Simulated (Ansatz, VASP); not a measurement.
Zr3S2 in VASP and in Ansatz

```
Zr S
1.0
    -1.78308    3.22428    4.00983
     1.78308   -3.22428    4.00983
     1.78308    3.22428   -4.00983
Zr S
3 2
Cartesian
  0.0000 0.0000 5.6028
  0.0000 0.0000 2.4168
  1.7831 0.0000 0.0000
  0.0000 1.8028 0.0000
  0.0000 4.6457 0.0000
```

Alike in both runs: functional PBE; k mesh 4 × 4 × 4; occupations gaussian, width 0.1 eV; no spin polarisation.

Ansatz relaxed the structure, and its values are those at the end. VASP's run is a single point on that final structure, the one shown.

|  | VASP | Ansatz |
| --- | --- | --- |
| version | VASP 6.6.1 | Ansatz 0.2.0 |
| potentials or method | VASP PAW PBE potentials, release 64 (Zr_sv, S), cutoff 520 eV | scalar-relativistic, plane waves, PAW |
| valence electrons in the cell | 48 | 48 |

```csv
,VASP,Ansatz,Ansatz less VASP
gap on the k mesh at the Fermi level (eV),none,none,-
pressure (GPa),0.1,0.1,-0.04
rms of the force components (eV/Å),0.008,0.010,+0.0018
```

A gap of «none» marks a metal or a gap that the smearing closes. The functional is the same, so the differences come from potentials, cutoffs and numerics.

The k mesh is coarse, so the values compare programs but aren't converged.
